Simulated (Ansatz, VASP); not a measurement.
## Two plane-wave programs on HgTe

```
CELL_PARAMETERS angstrom
0.00000 2.69117 2.69117
2.69117 0.00000 2.69117
2.69117 2.69117 0.00000
ATOMIC_POSITIONS crystal
Hg 0.00000 0.00000 0.00000
Te 0.50000 0.50000 0.50000
```

Change from the starting cell: volume scaled by 0.72, PAW files.

Alike in both runs: task single point; functional PBEsol; k mesh 11 × 11 × 11; occupations fermi-dirac, width 0.1 eV; no spin polarisation.

```csv
,VASP,Ansatz
version,VASP 6.6.1,Ansatz 0.2.0
potentials or method,"VASP PAW PBE potentials, release 64 (Hg, Te)","PAW with Ansatz's default frozen-core files, scalar-relativistic"
plane-wave cutoff (eV),520,420
valence electrons in the cell,18,36
```

```csv
,VASP,Ansatz,Ansatz less VASP
pressure (GPa),47.2,46.0,-1.19
```

VASP's potentials were made for PBE, not for PBEsol. Both programs put the cell under a high pressure, so it lies far from rest at this level. VASP's potentials hold 18 valence electrons a cell and Ansatz's 36, so a difference there can come from the potentials and not from the codes.

Neither program's run includes spin-orbit coupling.
